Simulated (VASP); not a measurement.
# HfB2 (P6/mmm) in VASP: notebook

Aim: see how the results for HfB2 move with the level of theory and the settings. Levels: PBE, PBE+D3(BJ). Tasks: single point.

Everything below comes from runs of VASP 6.6.1. Logs are shortened: lines on timing, memory, paths and dates and some standing lists are left out, and cuts for length are marked.

**1. The cell of the first run**

Symmetry: P6/mmm, No. 191, hexagonal system. The conventional cell has a = 3.140 Å, b = 3.140 Å, c = 3.480 Å, α = 90.00°, β = 90.00°, γ = 120.00°. Within 3.3 Å of Hf (site symmetry 6/mmm) lie 12 B at 2.51 Å and 6 Hf at 3.14 Å. Within 2.4 Å of B (site symmetry -6m2) lie 3 B at 1.81 Å.

**2. Single point, PBE**

INCAR

```
PREC = Accurate ; ENCUT = 520
EDIFF = 1E-6 ; ISMEAR = -1
SIGMA = 0.05 ; LREAL = F
LASPH = T ; NELM = 60
ALGO = Normal ; ISIF = 2
LWAVE = F ; LCHARG = T
GGA = PE ; LELF = T
LVHAR = T ; NBANDS = 15
```

KPOINTS

```
Automatic mesh
0
Gamma
  6 6 5
```

POSCAR

```
HfB2
1.0
    3.1400000000      0.0000000000      0.0000000000
   -1.5700000000      2.7193197679      0.0000000000
    0.0000000000      0.0000000000      3.4800000000
Hf B
1 2
Direct
    0.0000000000      0.0000000000      0.0000000000
    0.6666666667      0.3333333333      0.5000000000
    0.3333333333      0.6666666667      0.5000000000
```

Potentials or basis: VASP PAW PBE potentials, release 64 (Hf_pv, B).

Run with:

```console
> cat potpaw_PBE.64/Hf_pv/POTCAR potpaw_PBE.64/B/POTCAR > POTCAR
> mpirun -np 1 vasp_std > vasp.out
```

OUTCAR:

```text
PREC = Accurate
   ENCUT = 520
   EDIFF = 1E-6
   ISMEAR = -1
   LREAL = F
   LASPH = T
   NELM = 60
   ISIF = 2
   GGA = PE

 ion  position               nearest neighbor table
   1  0.000  0.000  0.000-   2 2.51   3 2.51   2 2.51   3 2.51   2 2.51   2 2.51   3 2.51   3 2.51
                             2 2.51   2 2.51   3 2.51   3 2.51
   2  0.667  0.333  0.500-   3 1.81   3 1.81   3 1.81   1 2.51   1 2.51   1 2.51   1 2.51   1 2.51
                             1 2.51
   3  0.333  0.667  0.500-   2 1.81   2 1.81   2 1.81   1 2.51   1 2.51   1 2.51   1 2.51   1 2.51
                             1 2.51

  LATTYP: Found a hexagonal cell.
 ALAT       =     3.1400000000
 C/A-ratio  =     1.1082802548

  Lattice vectors:

 A1 = (   3.1400000000,   0.0000000000,   0.0000000000)
 A2 = (  -1.5700000000,   2.7193197679,   0.0000000000)
 A3 = (   0.0000000000,   0.0000000000,   3.4800000000)

Analysis of symmetry for initial positions (statically):
=====================================================================
 Subroutine PRICEL returns:
 Original cell was already a primitive cell.

 Routine SETGRP: Setting up the symmetry group for a
 hexagonal supercell.

 Subroutine GETGRP returns: Found 24 space group operations
 (whereof 24 operations were pure point group operations)
 out of a pool of 24 trial point group operations.

The static configuration has the point symmetry D_6h.

Analysis of symmetry for dynamics (positions and initial velocities):
=====================================================================
 Subroutine PRICEL returns:
 Original cell was already a primitive cell.

 Routine SETGRP: Setting up the symmetry group for a
 hexagonal supercell.

 Subroutine GETGRP returns: Found 24 space group operations
 (whereof 24 operations were pure point group operations)
 out of a pool of 24 trial point group operations.

The dynamic configuration has the point symmetry D_6h.

 Subroutine INISYM returns: Found 24 space group operations
 (whereof 24 operations are pure point group operations),
 and found     1 'primitive' translations

----------------------------------------------------------------------------------------

                                     Primitive cell

  volume of cell :      29.7146

  direct lattice vectors                    reciprocal lattice vectors
     3.140000000  0.000000000  0.000000000     0.318471338  0.183869512  0.000000000
    -1.570000000  2.719319768  0.000000000     0.000000000  0.367739025  0.000000000
     0.000000000  0.000000000  3.480000000     0.000000000  0.000000000  0.287356322

  length of vectors
     3.140000000  3.140000000  3.480000000     0.367739025  0.367739025  0.287356322

  position of ions in fractional coordinates (direct lattice)
     0.000000000  0.000000000  0.000000000
     0.666666667  0.333333333  0.500000000
     0.333333333  0.666666667  0.500000000

  ion indices of the primitive-cell ions
   primitive index   ion index
                 1           1
                 2           2
                 3           3

----------------------------------------------------------------------------------------

 KPOINTS: Automatic mesh

Automatic generation of k-mesh.
 Grid dimensions read from file:
 generate k-points for:    6    6    5

 Generating k-lattice:

  Cartesian coordinates                     Fractional coordinates (reciprocal lattice)
     0.053078556  0.030644919  0.000000000     0.166666667  0.000000000  0.000000000
     0.000000000  0.061289837  0.000000000     0.000000000  0.166666667  0.000000000
     0.000000000  0.000000000  0.057471264     0.000000000  0.000000000  0.200000000

  Length of vectors
     0.061289837  0.061289837  0.057471264

  Shift w.r.t. Gamma in fractional coordinates (k-lattice)
     0.000000000  0.000000000  0.000000000

 Subroutine IBZKPT returns following result:
 ===========================================

 Found     21 irreducible k-points:

 Following reciprocal coordinates:
            Coordinates               Weight
  0.000000  0.000000  0.000000      1.000000
  0.166667  0.000000  0.000000      6.000000
  0.333333  0.000000  0.000000      6.000000
  0.500000  0.000000  0.000000      3.000000
  0.166667  0.166667  0.000000      6.000000
  0.333333  0.166667  0.000000     12.000000
[... 13 lines left out ...]
  0.333333  0.166667  0.400000     24.000000
  0.333333  0.333333  0.400000      4.000000
   k-points           NKPTS =     21   k-points in BZ     NKDIM =     21   number of bands    NBANDS=     15
   number of dos      NEDOS =    301   number of ions     NIONS =      3
   total plane-waves  NPLWV =  16128
   dimension x,y,z NGX =    24 NGY =   24 NGZ =   28
   dimension x,y,z NGXF=    48 NGYF=   48 NGZF=   56
   ions per type =               1   2
   NGX,Y,Z   is equivalent  to a cutoff of  12.71, 12.71, 13.38 a.u.
   NGXF,Y,Z  is equivalent  to a cutoff of  25.41, 25.41, 26.75 a.u.
 SYSTEM =  unknown system
   PREC   = accura    normal or accurate (medium, high low for compatibility)
   ISTART =      0    job   : 0-new  1-cont  2-samecut
   ICHARG =      2    charge: 1-file 2-atom 10-const
   ISPIN  =      1    spin polarized calculation?
   LNONCOLLINEAR =      F non collinear calculations
   LSORBIT =      F    spin-orbit coupling
   LASPH  =      T    aspherical Exc in radial PAW
   ENCUT  =  520.0 eV  38.22 Ry    6.18 a.u.   5.84  5.84  6.47*2*pi/ulx,y,z
   NELM   =     60;   NELMIN=  2; NELMDL= -5     # of ELM steps
   EDIFF  = 0.1E-05   stopping-criterion for ELM
   LREAL  =      F    real-space projection
   EDIFFG = 0.1E-04   stopping-criterion for IOM
   NSW    =      0    number of steps for IOM
   IBRION =     -1    ionic relax: 0-MD 1-quasi-New 2-CG
   NFREE  =      0    steps in history (QN), initial steepest desc. (CG)
   ISIF   =      2    stress and relaxation
   ISYM   =      2    0-nonsym 1-usesym 2-fastsym
   POTIM  = 0.5000    time-step for ionic-motion
   TEBEG  =    0.0;   TEEND  =   0.0 temperature during run
   PSTRESS=    0.0 pullay stress
   NELECT =      16.0000    total number of electrons
   NUPDOWN=      -1.0000    fix difference up-down
   EMIN   =  10.00;   EMAX   =-10.00  energy-range for DOS
   EFERMI =   0.00;   METHOD = LEGACY
   ISMEAR =    -1;   SIGMA  =   0.05  broadening in eV -4-tet -1-fermi 0-gaus
   EFERMI_NEDOS =   21; number of points for ismear=-14 and -15
   IALGO  =     38    algorithm
   IMIX   =      4    mixing-type and parameters
     AMIX     =   0.40;   BMIX     =  1.00
     AMIX_MAG =   1.60;   BMIX_MAG =  1.00
  volume/ion in A,a.u.               =       9.90        66.84
  Fermi-wavevector in a.u.,A,eV,Ry     =   1.331860  2.516850 24.134693  1.773850
  Thomas-Fermi vector in A             =   2.460838
   LORBIT       =      0    0 simple, 1 ext, 2 COOP (PROOUT), +10 PAW based schemes
   GGA     = PE    functional components
   LHFCALC =     F    Hartree Fock is set to
   AEXX    =    0.0000 exact exchange contribution
   IVDW    =     0    specifies the selected vdW correction
   LEPSILON=     F    determine dielectric tensor
   LRPA    =     F    only Hartree local field effects (RPA)
 non-spin polarized calculation
  energy-cutoff  :      520.00
  volume of cell :       29.71
 maximum number of plane-waves:       816
 NGX is ok and might be reduce to    24
   NGX = 11   NGY = 11   NGZ = 13

 number of electron      15.9999998 magnetization

 Free energy of the ion-electron system (eV)
  ---------------------------------------------------
  ext. energy  EPLUGINS =         0.00000000
  ---------------------------------------------------
  free energy    TOTEN  =       -26.35273221 eV

  energy without entropy =      -26.34874226  energy(sigma->0) =      -26.35073723

 E-fermi :   7.3022     XC(G=0): -12.5971

 val. band max:        7.2097250603   @ k =   0.0000   0.0000   0.2000
 cond. band min:       7.3738528744   @ k =   0.3333   0.1667   0.0000
 fundamental gap:      0.1641278140
 Fermi energy:         7.3022234647

 k-point     1 :       0.0000    0.0000    0.0000
  band No.  band energies     occupation
      1     -22.9750      2.00000
      2     -22.4505      2.00000
      3     -22.4505      2.00000
      4      -6.0906      2.00000
      5       4.6725      2.00000
      6       4.7713      2.00000
      7       4.7713      2.00000
      8       4.8833      2.00000
      9      11.6948      0.00000
     10      11.6948      0.00000
     11      12.3410      0.00000
     12      12.3410      0.00000
     13      12.6503      0.00000
     14      12.6503      0.00000
     15      12.6628      0.00000

 k-point     2 :       0.1667    0.0000    0.0000
  band No.  band energies     occupation
      1     -22.9421      2.00000
      2     -22.6507      2.00000
      3     -22.4953      2.00000
      4      -5.5066      2.00000
      5       3.3274      2.00000
      6       4.4419      2.00000
      7       4.7061      2.00000
      8       5.1815      2.00000
      9      10.1219      0.00000
     10      11.3188      0.00000
     11      11.3617      0.00000
     12      12.0182      0.00000
     13      13.6192      0.00000
     14      14.6277      0.00000
     15      14.8058      0.00000

 k-point     3 :       0.3333    0.0000    0.0000
  band No.  band energies     occupation
      1     -23.0299      2.00000
      2     -22.8756      2.00000
      3     -22.5834      2.00000
      4      -3.9609      2.00000
      5       0.7930      2.00000
      6       3.7912      2.00000
      7       4.4122      2.00000
      8       5.2436      2.00000
      9      10.5045      0.00000
     10      10.5702      0.00000
     11      10.6773      0.00000
     12      12.2892      0.00000
     13      13.7095      0.00000
     14      16.6709      0.00000
     15      18.0290      0.00000

 k-point     4 :       0.5000    0.0000    0.0000
  band No.  band energies     occupation
      1     -23.2102      2.00000
      2     -22.8421      2.00000
      3     -22.6268      2.00000
      4      -2.1140      2.00000
      5      -1.3926      2.00000
      6       3.5390      2.00000
      7       4.2239      2.00000
      8       4.8086      2.00000
      9       9.7718      0.00000
     10      10.3968      0.00000
     11      13.2456      0.00000
     12      13.4098      0.00000
     13      13.9866      0.00000
     14      15.0115      0.00000
     15      18.7852      0.00000
[... 253 lines left out ...]
 k-point    19 :       0.1667    0.1667    0.4000
  band No.  band energies     occupation
      1     -23.1185      2.00000
      2     -22.8685      2.00000
      3     -22.5761      2.00000
      4      -3.3444      2.00000
      5       1.7035      2.00000
      6       2.0096      2.00000
      7       3.3933      2.00000
      8       5.6819      2.00000
      9       9.8804      0.00000
     10      11.6132      0.00000
     11      11.7035      0.00000
     12      13.0164      0.00000
     13      15.8586      0.00000
     14      16.1752      0.00000
     15      17.2305      0.00000

 k-point    20 :       0.3333    0.1667    0.4000
  band No.  band energies     occupation
      1     -23.0779      2.00000
      2     -23.0532      2.00000
      3     -22.7015      2.00000
      4      -2.5316      2.00000
      5      -0.0264      2.00000
      6       2.3007      2.00000
      7       3.6593      2.00000
      8       4.7773      2.00000
      9      11.2092      0.00000
     10      12.8499      0.00000
     11      13.4165      0.00000
     12      14.6605      0.00000
     13      14.9560      0.00000
     14      15.8927      0.00000
     15      16.6629      0.00000

 k-point    21 :       0.3333    0.3333    0.4000
  band No.  band energies     occupation
      1     -23.0319      2.00000
      2     -22.9478      2.00000
      3     -22.9478      2.00000
      4      -1.4027      2.00000
      5      -1.4027      2.00000
      6       1.8932      2.00000
      7       4.5430      2.00000
      8       4.5430      2.00000
      9      12.2709      0.00000
     10      13.1391      0.00000
     11      13.7655      0.00000
     12      13.7655      0.00000
     13      15.1594      0.00000
     14      15.1594      0.00000
     15      17.8098      0.00000

------------------------ aborting loop because EDIFF is reached ----------------------------------------

  FORCE on cell =-STRESS in cart. coord.  units (eV):
  Direction    XX          YY          ZZ          XY          YZ          ZX
  --------------------------------------------------------------------------------------
  -------------------------------------------------------------------------------------
  Total        0.3305787      0.3305787     -0.0042298      0.0000000      0.0000000     -0.0000000
  in kB       17.8244547     17.8244547     -0.2280676      0.0000000      0.0000000     -0.0000000
  external PRESSURE =      11.8069473 kB  Pullay stress =       0.0000000 kB

 VOLUME and BASIS-vectors are now :
 -----------------------------------------------------------------------------
  energy-cutoff  :      520.00
  volume of cell :       29.71
      direct lattice vectors                 reciprocal lattice vectors
     3.140000000  0.000000000  0.000000000     0.318471338  0.183869512  0.000000000
    -1.570000000  2.719319768  0.000000000     0.000000000  0.367739025  0.000000000
     0.000000000  0.000000000  3.480000000     0.000000000  0.000000000  0.287356322

 POSITION                                       TOTAL-FORCE (eV/Angst)
 -----------------------------------------------------------------------------------
      0.00000      0.00000      0.00000        -0.000000      0.000000      0.000000
      1.57000      0.90644      1.74000        -0.000000     -0.000000      0.000000
     -0.00000      1.81288      1.74000         0.000000      0.000000      0.000000
 -----------------------------------------------------------------------------------
    total drift:                               -0.000000      0.000000      0.000000

  FREE ENERGIE OF THE ION-ELECTRON SYSTEM (eV)
  ---------------------------------------------------
  free  energy   TOTEN  =       -26.3527322061 eV

  energy  without entropy=      -26.3487422619  energy(sigma->0) =      -26.35073723
```

It took 7.7 s on 1 thread of Intel Xeon Platinum 8259CL at 2.50GHz (Skylake/Cascade Lake), shared host; peak memory 0.14 GiB.

What came out:

```yaml
Free_energy: -26.3527 eV
Pressure: 1.2 GPa
Band_gap_on_the_k_mesh: zero (band 8 reaches 8.15 eV, above the bottom of band 9 at 7.37 eV)
```

Levels at points of the mesh, in eV from the Fermi level:
```
           k point  band 4  band 5  band 6  band 7  band 8  band 9  band 10  band 11  band 12  band 13
(0.00, 0.00, 0.00)  -13.39   -2.63   -2.53   -2.53   -2.42    4.39     4.39     5.04     5.04     5.35
(0.50, 0.00, 0.00)   -9.42   -8.69   -3.76   -3.08   -2.49    2.47     3.09     5.94     6.11     6.68
```

Caveat: the k points lie up to 0.39 Å⁻¹ apart; spin-orbit coupling is left out, which moves the levels of the heavy elements.

[end of part 1 of 2]
